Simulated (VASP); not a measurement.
# HgTe (F-43m) in VASP: notebook

HgTe is run at these levels: PBE; tasks: single point.

All numbers are computed with VASP 6.6.1; they aren't measurements. Logs are shortened: lines on timing, memory, paths and dates and some standing lists are left out, and cuts for length are marked.

## (1) The cell of the first run

The structure is cubic, space group F-43m (No. 216). The conventional cell has a = 6.736 Å, b = 6.736 Å, c = 6.736 Å, α = 90.00°, β = 90.00°, γ = 90.00°. Hg (site symmetry -43m) has 4 Te at 2.92 Å within 3.8 Å. Te (site symmetry -43m) has 4 Hg at 2.92 Å within 3.8 Å.

## (2) Single point, PBE (38.20 Å³/atom)

INCAR reads:

```
SYSTEM = HgTe
  PREC = Accurate
  ENCUT = 520
  EDIFF = 1E-6
  ISMEAR = 0
  SIGMA = 0.05
  LREAL = .False.
  LASPH = .True.
  NELM = 80
  ALGO = Normal
  ISIF = 2
  LWAVE = .False.
  LCHARG = .False.
  GGA = PE
  NBANDS = 16
```

KPOINTS reads:

```
regular mesh
0
Gamma
  10 10 10
  0 0 0
```

POSCAR reads:

```
HgTe
1.0
    0.0000000000      3.3679618192      3.3679618192
    3.3679618192      0.0000000000      3.3679618192
    3.3679618192      3.3679618192      0.0000000000
Hg Te
1 1
Direct
    0.0000000000      0.0000000000      0.0000000000
    0.2500000000      0.2500000000      0.2500000000
```

Potentials or basis: VASP PAW PBE potentials, release 64 (Hg, Te).

Started as:

```sh
$ cat potpaw_PBE.64/Hg/POTCAR potpaw_PBE.64/Te/POTCAR > POTCAR
$ mpirun -np 1 vasp_std > vasp.out
```

OUTCAR:

```text
SYSTEM = HgTe
   PREC = Accurate
   ENCUT = 520
   EDIFF = 1E-6
   ISMEAR = 0
   LREAL = .False.
   LASPH = .True.
   NELM = 80
   ISIF = 2
   GGA = PE

 ion  position               nearest neighbor table
   1  0.000  0.000  0.000-   2 2.92   2 2.92   2 2.92   2 2.92
   2  0.250  0.250  0.250-   1 2.92   1 2.92   1 2.92   1 2.92

  LATTYP: Found a face centered cubic cell.
 ALAT       =     6.7359236384

  Lattice vectors:

 A1 = (   0.0000000000,   3.3679618192,   3.3679618192)
 A2 = (   3.3679618192,   0.0000000000,   3.3679618192)
 A3 = (   3.3679618192,   3.3679618192,   0.0000000000)

Analysis of symmetry for initial positions (statically):
=====================================================================
 Subroutine PRICEL returns:
 Original cell was already a primitive cell.

 Routine SETGRP: Setting up the symmetry group for a
 face centered cubic supercell.

 Subroutine GETGRP returns: Found 24 space group operations
 (whereof 24 operations were pure point group operations)
 out of a pool of 48 trial point group operations.

The static configuration has the point symmetry T_d .

Analysis of symmetry for dynamics (positions and initial velocities):
=====================================================================
 Subroutine PRICEL returns:
 Original cell was already a primitive cell.

 Routine SETGRP: Setting up the symmetry group for a
 face centered cubic supercell.

 Subroutine GETGRP returns: Found 24 space group operations
 (whereof 24 operations were pure point group operations)
 out of a pool of 48 trial point group operations.

The dynamic configuration has the point symmetry T_d .

 Subroutine INISYM returns: Found 24 space group operations
 (whereof 24 operations are pure point group operations),
 and found     1 'primitive' translations

----------------------------------------------------------------------------------------

                                     Primitive cell

  volume of cell :      76.4067

  direct lattice vectors                    reciprocal lattice vectors
     0.000000000  3.367961819  3.367961819    -0.148457740  0.148457740  0.148457740
     3.367961819  0.000000000  3.367961819     0.148457740 -0.148457740  0.148457740
     3.367961819  3.367961819  0.000000000     0.148457740  0.148457740 -0.148457740

  length of vectors
     4.763017282  4.763017282  4.763017282     0.257136348  0.257136348  0.257136348

  position of ions in fractional coordinates (direct lattice)
     0.000000000  0.000000000  0.000000000
     0.250000000  0.250000000  0.250000000

  ion indices of the primitive-cell ions
   primitive index   ion index
                 1           1
                 2           2

----------------------------------------------------------------------------------------

 KPOINTS: regular mesh

Automatic generation of k-mesh.
 Grid dimensions read from file:
 generate k-points for:   10   10   10

 Generating k-lattice:

  Cartesian coordinates                     Fractional coordinates (reciprocal lattice)
    -0.014845774  0.014845774  0.014845774     0.100000000  0.000000000  0.000000000
     0.014845774 -0.014845774  0.014845774     0.000000000  0.100000000  0.000000000
     0.014845774  0.014845774 -0.014845774     0.000000000  0.000000000  0.100000000

  Length of vectors
     0.025713635  0.025713635  0.025713635

  Shift w.r.t. Gamma in fractional coordinates (k-lattice)
     0.000000000  0.000000000  0.000000000

 Subroutine IBZKPT returns following result:
 ===========================================

 Found     47 irreducible k-points:

 Following reciprocal coordinates:
            Coordinates               Weight
  0.000000  0.000000  0.000000      1.000000
  0.100000  0.000000  0.000000      8.000000
  0.200000  0.000000  0.000000      8.000000
  0.300000  0.000000  0.000000      8.000000
  0.400000  0.000000  0.000000      8.000000
  0.500000  0.000000  0.000000      4.000000
[... 16 lines left out ...]
  0.300000  0.300000  0.000000      6.000000
  0.400000  0.300000  0.000000     24.000000
 [... further k-points ...]
   k-points           NKPTS =     47   k-points in BZ     NKDIM =     47   number of bands    NBANDS=     16
   number of dos      NEDOS =    301   number of ions     NIONS =      2
   total plane-waves  NPLWV =  46656
   dimension x,y,z NGX =    36 NGY =   36 NGZ =   36
   dimension x,y,z NGXF=    72 NGYF=   72 NGZF=   72
   ions per type =               1   1
   NGX,Y,Z   is equivalent  to a cutoff of  12.57, 12.57, 12.57 a.u.
   NGXF,Y,Z  is equivalent  to a cutoff of  25.13, 25.13, 25.13 a.u.
 SYSTEM =  HgTe
   PREC   = accura    normal or accurate (medium, high low for compatibility)
   ISTART =      0    job   : 0-new  1-cont  2-samecut
   ICHARG =      2    charge: 1-file 2-atom 10-const
   ISPIN  =      1    spin polarized calculation?
   LNONCOLLINEAR =      F non collinear calculations
   LSORBIT =      F    spin-orbit coupling
   LASPH  =      T    aspherical Exc in radial PAW
   ENCUT  =  520.0 eV  38.22 Ry    6.18 a.u.   8.86  8.86  8.86*2*pi/ulx,y,z
   NELM   =     80;   NELMIN=  2; NELMDL= -5     # of ELM steps
   EDIFF  = 0.1E-05   stopping-criterion for ELM
   LREAL  =      F    real-space projection
   EDIFFG = 0.1E-04   stopping-criterion for IOM
   NSW    =      0    number of steps for IOM
   IBRION =     -1    ionic relax: 0-MD 1-quasi-New 2-CG
   NFREE  =      0    steps in history (QN), initial steepest desc. (CG)
   ISIF   =      2    stress and relaxation
   ISYM   =      2    0-nonsym 1-usesym 2-fastsym
   POTIM  = 0.5000    time-step for ionic-motion
   TEBEG  =    0.0;   TEEND  =   0.0 temperature during run
   PSTRESS=    0.0 pullay stress
   NELECT =      18.0000    total number of electrons
   NUPDOWN=      -1.0000    fix difference up-down
   EMIN   =  10.00;   EMAX   =-10.00  energy-range for DOS
   EFERMI =   0.00;   METHOD = LEGACY
   ISMEAR =     0;   SIGMA  =   0.05  broadening in eV -4-tet -1-fermi 0-gaus
   EFERMI_NEDOS =   21; number of points for ismear=-14 and -15
   IALGO  =     38    algorithm
   IMIX   =      4    mixing-type and parameters
     AMIX     =   0.40;   BMIX     =  1.00
     AMIX_MAG =   1.60;   BMIX_MAG =  1.00
  volume/ion in A,a.u.               =      38.20       257.81
  Fermi-wavevector in a.u.,A,eV,Ry     =   1.011087  1.910677 13.909193  1.022297
  Thomas-Fermi vector in A             =   2.144115
   LORBIT       =      0    0 simple, 1 ext, 2 COOP (PROOUT), +10 PAW based schemes
   GGA     = PE    functional components
   LHFCALC =     F    Hartree Fock is set to
   AEXX    =    0.0000 exact exchange contribution
   IVDW    =     0    specifies the selected vdW correction
   LEPSILON=     F    determine dielectric tensor
   LRPA    =     F    only Hartree local field effects (RPA)
 non-spin polarized calculation
 Gauss-broadening in eV      SIGMA  =   0.05
  energy-cutoff  :      520.00
  volume of cell :       76.41
 maximum number of plane-waves:      2085
   NGX = 17   NGY = 17   NGZ = 17

 number of electron      17.9999999 magnetization

 Free energy of the ion-electron system (eV)
  ---------------------------------------------------
  ext. energy  EPLUGINS =         0.00000000
  ---------------------------------------------------
  free energy    TOTEN  =        -3.64173485 eV

  energy without entropy =       -3.64165198  energy(sigma->0) =       -3.64169341

 E-fermi :   1.8949     XC(G=0):  -8.1894

 val. band max:        1.8787526624   @ k =   0.0000   0.0000   0.0000
 cond. band min:       2.2830917842   @ k =   0.1000   0.0000   0.0000
 fundamental gap:      0.4043391218
 Fermi energy:         1.8949317377

 k-point     1 :       0.0000    0.0000    0.0000
  band No.  band energies     occupation
      1      -9.3075      2.00000
      2      -4.8317      2.00000
      3      -4.8317      2.00000
      4      -4.8317      2.00000
      5      -4.4392      2.00000
      6      -4.4392      2.00000
[... 8 lines left out ...]
     15      11.2509      0.00000
     16      11.2509      0.00000

 k-point     2 :       0.1000    0.0000    0.0000
  band No.  band energies     occupation
      1      -9.2694      2.00000
      2      -4.8212      2.00000
      3      -4.8212      2.00000
      4      -4.8129      2.00000
      5      -4.4401      2.00000
      6      -4.4401      2.00000
[... 8 lines left out ...]
     15      10.7262      0.00000
     16      10.7262      0.00000

 k-point     3 :       0.2000    0.0000    0.0000
  band No.  band energies     occupation
      1      -9.1667      2.00000
      2      -4.7949      2.00000
      3      -4.7949      2.00000
      4      -4.7443      2.00000
      5      -4.4405      2.00000
      6      -4.4405      2.00000
[... 8 lines left out ...]
     15      10.3650      0.00000
     16      10.3650      0.00000

 k-point     4 :       0.3000    0.0000    0.0000
  band No.  band energies     occupation
      1      -9.0342      2.00000
      2      -4.7657      2.00000
      3      -4.7657      2.00000
      4      -4.5979      2.00000
      5      -4.4364      2.00000
      6      -4.4364      2.00000
[... 8 lines left out ...]
     15      10.5170      0.00000
     16      10.5170      0.00000

 k-point     5 :       0.4000    0.0000    0.0000
  band No.  band energies     occupation
      1      -8.9221      2.00000
      2      -4.7457      2.00000
      3      -4.7457      2.00000
      4      -4.4283      2.00000
      5      -4.4283      2.00000
      6      -4.3686      2.00000
[... 8 lines left out ...]
     15      11.1634      0.00000
     16      11.1634      0.00000

 k-point     6 :       0.5000    0.0000    0.0000
  band No.  band energies     occupation
      1      -8.8781      2.00000
      2      -4.7390      2.00000
      3      -4.7390      2.00000
      4      -4.4239      2.00000
      5      -4.4239      2.00000
      6      -4.2104      2.00000
[... 8 lines left out ...]
     15      11.7541      0.00000
     16      11.7541      0.00000

 k-point     7 :       0.1000    0.1000    0.0000
  band No.  band energies     occupation
      1      -9.2566      2.00000
      2      -4.8198      2.00000
      3      -4.8112      2.00000
      4      -4.8112      2.00000
      5      -4.4460      2.00000
      6      -4.4348      2.00000
[... 8 lines left out ...]
     15      10.0643      0.00000
     16      11.3071      0.00000

 k-point     8 :       0.2000    0.1000    0.0000
  band No.  band energies     occupation
      1      -9.1753      2.00000
      2      -4.8001      2.00000
      3      -4.7843      2.00000
      4      -4.7645      2.00000
      5      -4.4508      2.00000
      6      -4.4311      2.00000
[... 8 lines left out ...]
     15      10.0977      0.00000
     16      11.0299      0.00000

 k-point     9 :       0.3000    0.1000    0.0000
  band No.  band energies     occupation
      1      -9.0521      2.00000
      2      -4.7718      2.00000
      3      -4.7532      2.00000
      4      -4.6506      2.00000
      5      -4.4468      2.00000
      6      -4.4266      2.00000
[... 8 lines left out ...]
     15      10.4973      0.00000
     16      11.0196      0.00000
[... 172 lines left out ...]
 k-point    19 :       0.5000    0.2000    0.0000
  band No.  band energies     occupation
      1      -8.8291      2.00000
      2      -4.7143      2.00000
      3      -4.6845      2.00000
      4      -4.4868      2.00000
      5      -4.4181      2.00000
      6      -4.2140      2.00000
[... 8 lines left out ...]
     15      11.7060      0.00000
     16      11.8954      0.00000

 k-point    20 :      -0.4000    0.2000    0.0000
  band No.  band energies     occupation
      1      -8.8198      2.00000
      2      -4.7104      2.00000
      3      -4.6930      2.00000
      4      -4.4546      2.00000
      5      -4.4320      2.00000
      6      -4.1717      2.00000
[... 8 lines left out ...]
     15      10.9533      0.00000
     16      11.6764      0.00000

 k-point    21 :      -0.3000    0.2000    0.0000
  band No.  band energies     occupation
      1      -8.8817      2.00000
      2      -4.7175      2.00000
      3      -4.7156      2.00000
      4      -4.4664      2.00000
      5      -4.4473      2.00000
      6      -4.3377      2.00000
[... 8 lines left out ...]
     15      10.8647      0.00000
     16      11.9733      0.00000

 k-point    22 :      -0.2000    0.2000    0.0000
  band No.  band energies     occupation
      1      -8.9882      2.00000
      2      -4.7517      2.00000
      3      -4.7341      2.00000
      4      -4.5872      2.00000
      5      -4.4537      2.00000
      6      -4.4111      2.00000
[... 8 lines left out ...]
     15      11.0981      0.00000
     16      11.4111      0.00000

 k-point    23 :       0.3000    0.3000    0.0000
  band No.  band energies     occupation
      1      -8.9409      2.00000
      2      -4.6988      2.00000
      3      -4.6785      2.00000
      4      -4.6785      2.00000
      5      -4.4301      2.00000
      6      -4.4092      2.00000
[... 8 lines left out ...]
     15      11.7157      0.00000
     16      12.5193      0.00000

 k-point    24 :       0.4000    0.3000    0.0000
  band No.  band energies     occupation
      1      -8.8512      2.00000
      2      -4.6860      2.00000
      3      -4.6471      2.00000
      4      -4.6085      2.00000
      5      -4.4049      2.00000
      6      -4.3484      2.00000
[... 8 lines left out ...]
     15      11.9636      0.00000
     16      12.9476      0.00000

 [... further k-points ...]

------------------------ aborting loop because EDIFF is reached ----------------------------------------

  FORCE on cell =-STRESS in cart. coord.  units (eV):
  Direction    XX          YY          ZZ          XY          YZ          ZX
  --------------------------------------------------------------------------------------
  -------------------------------------------------------------------------------------
  Total       -0.5464742     -0.5464742     -0.5464742     -0.0000000      0.0000000     -0.0000000
  in kB      -11.4590547    -11.4590547    -11.4590547     -0.0000000      0.0000000     -0.0000000
  external PRESSURE =     -11.4590547 kB  Pullay stress =       0.0000000 kB

 VOLUME and BASIS-vectors are now :
 -----------------------------------------------------------------------------
  energy-cutoff  :      520.00
  volume of cell :       76.41
      direct lattice vectors                 reciprocal lattice vectors
     0.000000000  3.367961819  3.367961819    -0.148457740  0.148457740  0.148457740
     3.367961819  0.000000000  3.367961819     0.148457740 -0.148457740  0.148457740
     3.367961819  3.367961819  0.000000000     0.148457740  0.148457740 -0.148457740

 POSITION                                       TOTAL-FORCE (eV/Angst)
 -----------------------------------------------------------------------------------
      0.00000      0.00000      0.00000         0.000000      0.000000      0.000000
      1.68398      1.68398      1.68398        -0.000000     -0.000000     -0.000000
 -----------------------------------------------------------------------------------
    total drift:                               -0.000000     -0.000000     -0.000000

  FREE ENERGIE OF THE ION-ELECTRON SYSTEM (eV)
  ---------------------------------------------------
  free  energy   TOTEN  =        -3.6417348457 eV

  energy  without entropy=       -3.6416519838  energy(sigma->0) =       -3.64169341
```

Run time: 96 s. Hardware: 1 thread of Intel Xeon 8259CL, shared host; peak memory 0.24 GiB.

What came out:

| Property | Result |
| --- | --- |
| Free energy | -3.6417 eV |
| Pressure | -1.1 GPa |
| Band gap on the k mesh | zero (filled and empty bands touch) |

Caveat: semilocal functionals underestimate gaps, and a narrow one can read as zero; spin-orbit coupling is left out, which moves the levels of the heavy elements.

[end of part 1 of 2]

The gap in the log of VASP goes by the Fermi energy; the results here count the filled bands.